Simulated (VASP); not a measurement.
# HW14Se28 (a cell with a defect) in VASP: single point with PBE+D3(BJ)

Aim: the single point of HW14Se28 (a cell with a defect) with PBE+D3(BJ).

Program: VASP 6.6.1. These are calculated values, not measurements. Logs are shortened: lines on timing, memory, paths and dates and some standing lists are left out, and cuts for length are marked.

## Step 1: The cell of the first run

The cell holds a defect, 43 atoms: a = 8.676 Å, b = 8.676 Å, c = 12.793 Å, α = 90.00°, β = 90.00°, γ = 120.00°.

## Step 2: Single point, PBE+D3(BJ) (with an interstitial atom, then relaxed in part)

The input, INCAR:

```
SYSTEM = HW14Se28
ALGO = Fast
EDIFF = 1E-7
ENCUT = 520
GGA = PE
ISIF = 2
ISMEAR = 0
IVDW = 12
LASPH = .True.
LCHARG = .False.
LREAL = Auto
LWAVE = .False.
NBANDS = 210
NELECT = 366.0
NELM = 60
PREC = Accurate
SIGMA = 0.01
```

The input, KPOINTS:

```
k-points
0
Gamma
  2 2 2
  0 0 0
```

The input, POSCAR:

```
HW14Se28
1.0
    1.6395202770     -8.5191972597      0.0000000000
    6.5580811083      5.6794648397      0.0000000000
    0.0000000000      0.0000000000     12.7928245273
W Se H
14 28 1
Direct
    0.9055703197      0.5205072497      0.2485137646
    0.4794927503      0.3850630700      0.2485137646
    0.0503633541      0.2452805181      0.2485148350
    0.7547194819      0.8050828360      0.2485148350
    0.3333333333      0.6666666667      0.2485135028
    0.6149369300      0.0944296803      0.2485137646
    0.1949171640      0.9496366459      0.2485148350
    0.6666666667      0.3333333333      0.7488098439
    0.2383541783      0.1909043593      0.7488098222
    0.8090956407      0.0474498190      0.7488098222
    0.5231859834      0.6198856052      0.7488106820
    0.0966996218      0.4768140166      0.7488106820
    0.3801143948      0.9033003782      0.7488106820
    0.9525501810      0.7616458217      0.7488098222
    0.6666666667      0.3333333333      0.3811913342
    0.2415276429      0.1922777614      0.3815414278
    0.8077222386      0.0492498815      0.3815414278
    0.5224835096      0.6190644433      0.3829556523
    0.0965809337      0.4775164904      0.3829556523
    0.3809355567      0.9034190663      0.3829556523
    0.9507501185      0.7584723571      0.3815414278
    0.9050796441      0.5234064070      0.8808485783
    0.4765935930      0.3816732372      0.8808485783
    0.0474709176      0.2379456399      0.8807620801
    0.7620543601      0.8095252777      0.8807620801
    0.3333333333      0.6666666667      0.8816785448
    0.6183267628      0.0949203559      0.8808485783
    0.1904747223      0.9525290824      0.8807620801
    0.6666666667      0.3333333333      0.1158358022
    0.2415196680      0.1922722259      0.1154900876
    0.8077277741      0.0492474420      0.1154900876
    0.5224837447      0.6190655565      0.1140705417
    0.0965818118      0.4775162553      0.1140705417
    0.3809344435      0.9034181882      0.1140705417
    0.9507525580      0.7584803320      0.1154900876
    0.9050798665      0.5234056438      0.6167721793
    0.4765943562      0.3816742227      0.6167721793
    0.0474710746      0.2379463005      0.6168591657
    0.7620536995      0.8095247742      0.6168591657
    0.3333333333      0.6666666667      0.6159455042
    0.6183257773      0.0949201335      0.6167721793
    0.1904752258      0.9525289254      0.6168591657
    0.0000000000      0.0000000000      0.2484867099
```

Potentials or basis: VASP PAW PBE potentials, release 64 (W_sv, Se, H).

The run is started by

```sh
$ cat potpaw_PBE.64/W_sv/POTCAR potpaw_PBE.64/Se/POTCAR potpaw_PBE.64/H/POTCAR > POTCAR
$ mpirun -np 1 vasp_std > vasp.out
```

OUTCAR:

```text
SYSTEM = HW14Se28
   EDIFF = 1E-7
   ENCUT = 520
   GGA = PE
   ISIF = 2
   ISMEAR = 0
   IVDW = 12
   LASPH = .True.
   LREAL = Auto
   NELECT = 366.0
   NELM = 60
   PREC = Accurate
 IVDW          = 12

 ion  position               nearest neighbor table
   1  0.906  0.521  0.249-  15 2.54  29 2.54  19 2.54  33 2.54  21 2.55  35 2.55   3 3.21   5 3.27
                             2 3.27   6 3.27   7 3.29   4 3.32
   2  0.479  0.385  0.249-  15 2.54  29 2.54  18 2.54  32 2.54  16 2.55  30 2.55   4 3.21   5 3.27
                             6 3.27   1 3.27   3 3.29   7 3.32
   3  0.050  0.245  0.249-  43 1.95  19 2.52  33 2.52  30 2.57  16 2.57  31 2.58  17 2.58   1 3.21
                             5 3.23   2 3.29   6 3.32   7 3.37   4 3.37
   4  0.755  0.805  0.249-  43 1.95  18 2.52  32 2.52  31 2.57  17 2.57  35 2.58  21 2.58   2 3.21
                             5 3.23   6 3.29   1 3.32   7 3.37   3 3.37
   5  0.333  0.667  0.249-  20 2.55  19 2.55  18 2.55  34 2.55  33 2.55  32 2.55   7 3.23   3 3.23
                             4 3.23   1 3.27   6 3.27   2 3.27
   6  0.615  0.094  0.249-  15 2.54  29 2.54  20 2.54  34 2.54  17 2.55  31 2.55   7 3.21   5 3.27
                             2 3.27   1 3.27   4 3.29   3 3.32
   7  0.195  0.950  0.249-  43 1.95  20 2.52  34 2.52  35 2.57  21 2.57  30 2.58  16 2.58   6 3.21
                             5 3.23   1 3.29   2 3.32   3 3.37   4 3.37
   8  0.667  0.333  0.749-  41 2.54  36 2.54  37 2.54  27 2.54  22 2.54  23 2.54  10 3.28  14 3.28
                             9 3.28  12 3.29  13 3.29  11 3.29
   9  0.238  0.191  0.749-  38 2.54  24 2.54  42 2.54  28 2.54  37 2.54  23 2.54  12 3.27   8 3.28
                            11 3.28  10 3.28  14 3.28  13 3.29
  10  0.809  0.047  0.749-  39 2.54  25 2.54  38 2.54  24 2.54  41 2.54  27 2.54  11 3.27   8 3.28
                            13 3.28  14 3.28   9 3.28  12 3.29
  11  0.523  0.620  0.749-  40 2.54  26 2.54  39 2.54  25 2.54  23 2.54  37 2.54  13 3.26  12 3.26
                            10 3.27   9 3.28  14 3.29   8 3.29
[... 33 lines left out ...]
  42  0.190  0.953  0.617-  14 2.54   9 2.54  13 2.54
  43  0.000  0.000  0.248-   7 1.95   3 1.95   4 1.95

  LATTYP: Found a hexagonal cell.
 ALAT       =     8.6755258451
 C/A-ratio  =     1.4745877951

  Lattice vectors:

 A1 = (   1.6395202770,  -8.5191972597,   0.0000000000)
 A2 = (   6.5580811083,   5.6794648397,   0.0000000000)
 A3 = (   0.0000000000,   0.0000000000,  12.7928245273)

Analysis of symmetry for initial positions (statically):
=====================================================================
 Subroutine PRICEL returns:
 Original cell was already a primitive cell.

 Routine SETGRP: Setting up the symmetry group for a
 hexagonal supercell.

 Subroutine GETGRP returns: Found  3 space group operations
 (whereof  3 operations were pure point group operations)
 out of a pool of 24 trial point group operations.

The static configuration has the point symmetry C_3 .

Analysis of symmetry for dynamics (positions and initial velocities):
=====================================================================
 Subroutine PRICEL returns:
 Original cell was already a primitive cell.

 Routine SETGRP: Setting up the symmetry group for a
 hexagonal supercell.

 Subroutine GETGRP returns: Found  3 space group operations
 (whereof  3 operations were pure point group operations)
 out of a pool of 24 trial point group operations.

The dynamic configuration has the point symmetry C_3 .

 Subroutine INISYM returns: Found  3 space group operations
 (whereof  3 operations are pure point group operations),
 and found     1 'primitive' translations

----------------------------------------------------------------------------------------

                                     Primitive cell

  volume of cell :     833.8515

  direct lattice vectors                    reciprocal lattice vectors
     1.639520277 -8.519197260  0.000000000     0.087133502 -0.100613101  0.000000000
     6.558081108  5.679464840  0.000000000     0.130700253  0.025153275  0.000000000
     0.000000000  0.000000000 12.792824527     0.000000000  0.000000000  0.078168820

  length of vectors
     8.675525845  8.675525845 12.792824527     0.133098622  0.133098622  0.078168820

  position of ions in fractional coordinates (direct lattice)
     0.905570320  0.520507250  0.248513765
     0.479492750  0.385063070  0.248513765
     0.050363354  0.245280518  0.248514835
     0.754719482  0.805082836  0.248514835
     0.333333333  0.666666667  0.248513503
     0.614936930  0.094429680  0.248513765
[... 35 lines left out ...]
     0.190475226  0.952528925  0.616859166
     0.000000000  0.000000000  0.248486710

  ion indices of the primitive-cell ions
   primitive index   ion index
                 1           1
                 2           2
                 3           3
                 4           4
                 5           5
                 6           6
[... 35 lines left out ...]
                42          42
                43          43

----------------------------------------------------------------------------------------

 KPOINTS: k-points

Automatic generation of k-mesh.
 Grid dimensions read from file:
 generate k-points for:    2    2    2

 Generating k-lattice:

  Cartesian coordinates                     Fractional coordinates (reciprocal lattice)
     0.043566751 -0.050306551  0.000000000     0.500000000  0.000000000  0.000000000
     0.065350126  0.012576638  0.000000000     0.000000000  0.500000000  0.000000000
     0.000000000  0.000000000  0.039084410     0.000000000  0.000000000  0.500000000

  Length of vectors
     0.066549311  0.066549311  0.039084410

  Shift w.r.t. Gamma in fractional coordinates (k-lattice)
     0.000000000  0.000000000  0.000000000

 Subroutine IBZKPT returns following result:
 ===========================================

 Found      4 irreducible k-points:

 Following reciprocal coordinates:
            Coordinates               Weight
  0.000000  0.000000  0.000000      1.000000
  0.500000  0.000000  0.000000      3.000000
  0.000000  0.000000  0.500000      1.000000
  0.500000  0.000000  0.500000      3.000000
   k-points           NKPTS =      4   k-points in BZ     NKDIM =      4   number of bands    NBANDS=    210
   number of dos      NEDOS =    301   number of ions     NIONS =     43
   total plane-waves  NPLWV = 470400
   dimension x,y,z NGX =    70 NGY =   70 NGZ =   96
   dimension x,y,z NGXF=   140 NGYF=  140 NGZF=  192
   ions per type =              14  28   1
   NGX,Y,Z   is equivalent  to a cutoff of  13.41, 13.41, 12.48 a.u.
   NGXF,Y,Z  is equivalent  to a cutoff of  26.83, 26.83, 24.95 a.u.
 SYSTEM =  HW14Se28
   PREC   = accura    normal or accurate (medium, high low for compatibility)
   ISTART =      0    job   : 0-new  1-cont  2-samecut
   ICHARG =      2    charge: 1-file 2-atom 10-const
   ISPIN  =      1    spin polarized calculation?
   LNONCOLLINEAR =      F non collinear calculations
   LSORBIT =      F    spin-orbit coupling
   LASPH  =      T    aspherical Exc in radial PAW
   ENCUT  =  520.0 eV  38.22 Ry    6.18 a.u.  16.13 16.13 23.79*2*pi/ulx,y,z
   NELM   =     60;   NELMIN=  2; NELMDL= -5     # of ELM steps
   EDIFF  = 0.1E-06   stopping-criterion for ELM
   LREAL  =      T    real-space projection
   EDIFFG = 0.1E-05   stopping-criterion for IOM
   NSW    =      0    number of steps for IOM
   IBRION =     -1    ionic relax: 0-MD 1-quasi-New 2-CG
   NFREE  =      0    steps in history (QN), initial steepest desc. (CG)
   ISIF   =      2    stress and relaxation
   ISYM   =      2    0-nonsym 1-usesym 2-fastsym
   POTIM  = 0.5000    time-step for ionic-motion
   TEBEG  =    0.0;   TEEND  =   0.0 temperature during run
   PSTRESS=    0.0 pullay stress
   NELECT =     366.0000    total number of electrons
   NUPDOWN=      -1.0000    fix difference up-down
   EMIN   =  10.00;   EMAX   =-10.00  energy-range for DOS
   EFERMI =   0.00;   METHOD = LEGACY
   ISMEAR =     0;   SIGMA  =   0.01  broadening in eV -4-tet -1-fermi 0-gaus
   EFERMI_NEDOS =   21; number of points for ismear=-14 and -15
   IALGO  =     68    algorithm
   IMIX   =      4    mixing-type and parameters
     AMIX     =   0.40;   BMIX     =  1.00
     AMIX_MAG =   1.60;   BMIX_MAG =  1.00
  volume/ion in A,a.u.               =      19.39       130.86
  Fermi-wavevector in a.u.,A,eV,Ry     =   1.244149  2.351100 21.060540  1.547906
  Thomas-Fermi vector in A             =   2.378428
   LORBIT       =      0    0 simple, 1 ext, 2 COOP (PROOUT), +10 PAW based schemes
   GGA     = PE    functional components
   LHFCALC =     F    Hartree Fock is set to
   AEXX    =    0.0000 exact exchange contribution
   IVDW    =    12    specifies the selected vdW correction
   LEPSILON=     F    determine dielectric tensor
   LRPA    =     F    only Hartree local field effects (RPA)
 non-spin polarized calculation
 RMM-DIIS sequential band-by-band and
 Gauss-broadening in eV      SIGMA  =   0.01
  energy-cutoff  :      520.00
  volume of cell :      833.85
 maximum number of plane-waves:     22504
 NGX is ok and might be reduce to    70
   NGX = 33   NGY = 33   NGZ = 47

 number of electron     366.0000005 magnetization

 Free energy of the ion-electron system (eV)
  ---------------------------------------------------
  ext. energy  EPLUGINS =         0.00000000
  ---------------------------------------------------
  free energy    TOTEN  =      -295.89177415 eV

  energy without entropy =     -295.89005568  energy(sigma->0) =     -295.89091491

 E-fermi :   7.7029     XC(G=0): -10.9475

 val. band max:        7.6745976536   @ k =   0.0000   0.0000   0.0000
 cond. band min:       7.7035453713   @ k =   0.0000   0.0000   0.0000
 fundamental gap:      0.0289477177
 Fermi energy:         7.7029244617

 k-point     1 :       0.0000    0.0000    0.0000
  band No.  band energies     occupation
      1     -67.9140      2.00000
      2     -67.9108      2.00000
      3     -67.9108      2.00000
      4     -67.7990      2.00000
      5     -67.7941      2.00000
      6     -67.7941      2.00000
[... 781 lines left out ...]
    194       8.3913      0.00000
    195       8.5109      0.00000
 [bands above 195 left out]

------------------------ aborting loop because EDIFF is reached ----------------------------------------

 Edisp (eV)  -20.13060

 E6    (eV) :   -11.1738

 E8    (eV) :    -8.9568

  FORCE on cell =-STRESS in cart. coord.  units (eV):
  Direction    XX          YY          ZZ          XY          YZ          ZX
  --------------------------------------------------------------------------------------
  -------------------------------------------------------------------------------------
  Total       9.69284     9.69284    12.52903     0.00000     0.00000    -0.00000
  in kB      18.62399    18.62399    24.07351     0.00000     0.00000    -0.00000
  external pressure =       20.44 kB  Pullay stress =        0.00 kB

 VOLUME and BASIS-vectors are now :
 -----------------------------------------------------------------------------
  energy-cutoff  :      520.00
  volume of cell :      833.85
      direct lattice vectors                 reciprocal lattice vectors
     1.639520277 -8.519197260  0.000000000     0.087133502 -0.100613101  0.000000000
     6.558081108  5.679464840  0.000000000     0.130700253  0.025153275  0.000000000
     0.000000000  0.000000000 12.792824527     0.000000000  0.000000000  0.078168820

 POSITION                                       TOTAL-FORCE (eV/Angst)
 -----------------------------------------------------------------------------------
      4.89823     -4.75853      3.17919         0.003828     -0.012852      0.000649
      3.31141     -1.89794      3.17919         0.009216      0.009741      0.000649
      1.69114      0.96401      3.17921        -0.002580     -0.000944      0.001183
      6.51718     -1.85716      3.17921         0.002107     -0.001762      0.001183
      4.91856      0.94658      3.17919         0.000000     -0.000000      0.000152
      1.62748     -4.70246      3.17919        -0.013044      0.003111      0.000649
[... 35 lines left out ...]
      6.55905      3.78716      7.89137        -0.002705      0.007691     -0.037936
      0.00000      0.00000      3.17885         0.000000     -0.000000     -0.000436
 -----------------------------------------------------------------------------------
    total drift:                                0.000002      0.000000      0.045616

  FREE ENERGIE OF THE ION-ELECTRON SYSTEM (eV)
  ---------------------------------------------------
  free  energy   TOTEN  =      -316.0223762177 eV

  energy  without entropy=     -316.0206577446  energy(sigma->0) =     -316.02151698
```

It took 45 min on 1 thread of Oxide Virtual Turin-like, shared host; peak memory 1.1 GiB.

What came out:

```
Free energy                : -316.0224 eV
Largest force              : 0.059 eV/Å
Dispersion energy per atom : -0.468 eV
```

Forces in eV/Å, atoms in the order of the input:
```
W    0.004 -0.013  0.001
W    0.009  0.010  0.001
W   -0.003 -0.001  0.001
W    0.002 -0.002  0.001
W    0.000  0.000  0.000
W   -0.013  0.003  0.001
W    0.000  0.003  0.001
W    0.000  0.000  0.000
W    0.010 -0.001  0.000
W   -0.004  0.009  0.000
W   -0.010  0.007 -0.002
W    0.011  0.006 -0.002
W   -0.001 -0.013 -0.002
W   -0.006 -0.008  0.000
Se   0.000  0.000  0.059
Se   0.001  0.003  0.034
Se  -0.003 -0.001  0.034
Se  -0.007 -0.009  0.029
Se  -0.004  0.011  0.029
Se   0.011 -0.002  0.029
Se   0.002 -0.002  0.034
Se   0.001  0.011  0.040
Se  -0.010 -0.005  0.040
Se  -0.007 -0.006  0.043
Se   0.009 -0.003  0.043
Se   0.000  0.000  0.026
Se   0.009 -0.006  0.040
Se  -0.002  0.009  0.043
Se   0.000  0.000 -0.041
Se   0.006 -0.003 -0.035
Se   0.000  0.007 -0.035
Se  -0.012 -0.005 -0.044
Se   0.002  0.013 -0.044
Se   0.010 -0.008 -0.044
Se  -0.006 -0.004 -0.035
Se   0.000  0.011 -0.034
Se  -0.009 -0.006 -0.034
Se  -0.005 -0.006 -0.038
Se   0.008 -0.002 -0.038
Se   0.000  0.000 -0.027
Se   0.010 -0.005 -0.034
Se  -0.003  0.008 -0.038
H    0.000  0.000  0.000
```

Levels at points of the mesh, in eV from the Fermi level:
| k point | band 178 | band 179 | band 180 | band 181 | band 182 | band 183 | band 184 | band 185 | band 186 | band 187 |
| --- | --- | --- | --- | --- | --- | --- | --- | --- | --- | --- |
| (0.00, 0.00, 0.00) | -2.10 | -2.09 | -2.06 | -2.06 | -1.19 | -0.22 | -0.22 | -0.10 | -0.03 | 0.00 |
| (0.50, 0.00, 0.00) | -2.04 | -2.00 | -2.00 | -1.66 | -1.64 | -0.13 | 0.01 | 0.13 | 0.18 | 0.31 |
| (0.00, 0.00, 0.50) | -2.09 | -2.07 | -2.07 | -1.47 | -1.32 | 0.02 | 0.02 | 0.16 | 0.31 | 0.35 |
| (0.50, 0.00, 0.50) | -1.97 | -1.96 | -1.94 | -1.74 | -1.71 | 0.08 | 0.26 | 0.35 | 0.40 | 0.45 |

Caveat: the k points lie up to 0.42 Å⁻¹ apart; the cell carries a net charge on a neutralising background, which shifts energy and pressure; the cell differs from its parent crystal (with an interstitial atom, then relaxed in part); the cell is charged against a uniform background, so pressure and absolute levels hang on convention; spin-orbit coupling is left out, which moves the levels of the heavy elements.
